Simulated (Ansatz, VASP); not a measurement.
**Two plane-wave programs on Al3Cu**

The input INCAR:

```
SYSTEM = Al3Cu
PREC     = Accurate       ! precision mode
ENCUT    = 520            ! plane-wave cutoff, eV
EDIFF    = 1E-7           ! SCF threshold, eV
ISMEAR   = 0              ! smearing method
SIGMA    = 0.15           ! smearing width, eV
LREAL    = .False.        ! projectors in reciprocal space
LASPH    = .True.         ! aspherical terms in the spheres
NELM     = 100            ! most SCF steps
ALGO     = Fast           ! electronic algorithm
ISIF     = 2              ! what is computed and relaxed
LWAVE    = .False.        ! write WAVECAR
LCHARG   = .False.        ! write CHGCAR
GGA      = CA             ! functional
NBANDS   = 18             ! bands
```

The input KPOINTS:

```
Automatic mesh
0
Gamma
  12 12 12
  0 0 0
```

Contents of POSCAR:

```
Al3Cu
1.0
    3.8759578543      0.0000000000      0.0000000000
    0.0000000000      3.8759578543      0.0000000000
    0.0000000000      0.0000000000      4.1182052201
Al Cu
3 1
Direct
    0.0000000000      0.5000000000      0.5000000000
    0.5000000000      0.0000000000      0.5000000000
    0.5000000000      0.5000000000      0.0000000000
    0.0000000000      0.0000000000      0.0000000000
```

Input for Ansatz:

```yaml
crystal:
  lattice:
    - [3.8759578543, 0.0, 0.0]
    - [0.0, 3.8759578543, 0.0]
    - [0.0, 0.0, 4.1182052201]
  atoms:
    - { symbol: Al, position: [0.0, 0.5, 0.5] }
    - { symbol: Al, position: [0.5, 0.0, 0.5] }
    - { symbol: Al, position: [0.5, 0.5, 0.0] }
    - { symbol: Cu, position: [0.0, 0.0, 0.0] }
basis:
  ecutwfc: 520.0
kpoints:
  mp_grid: { grid: [12, 12, 12] }
hamiltonian:
  xc: lda
  pseudopotentials: { kind: paw, azcp: { folder: soft_1 } }
scf:
  occupations: { method: gaussian, width: 0.15 }
output:
  forces: true
  stress: true
  eigenvalues: true
```

Alike in both runs: task single point; functional LDA; k mesh 12 × 12 × 12; occupations gaussian, width 0.15 eV; no spin polarisation.

|  | VASP | Ansatz |
| --- | --- | --- |
| version | VASP 6.6.1 | Ansatz 0.2.0 |
| potentials or method | VASP PAW LDA potentials, release 64 (Al, Cu), cutoff 520 eV | scalar-relativistic, plane waves, PAW |
| valence electrons in the cell | 20 | 28 |

|  | VASP | Ansatz | Ansatz less VASP |
| --- | --- | --- | --- |
| gap on the k mesh at the Fermi level (eV) | none | none | - |
| pressure (GPa) | -6.3 | -6.6 | -0.28 |
| traceless stress, the component that is largest in VASP (GPa) | -3.92 | -3.87 | +0.045 |

Ansatz warns that its potentials were made for another functional, while VASP's fit it. LDA's correlation is that of Perdew and Zunger in VASP and of Perdew and Wang (1992) in Ansatz. A gap of «none» marks a metal or a gap that the smearing closes. VASP's potentials hold 20 valence electrons a cell and Ansatz's 28, so a difference there can come from the potentials and not from the codes.
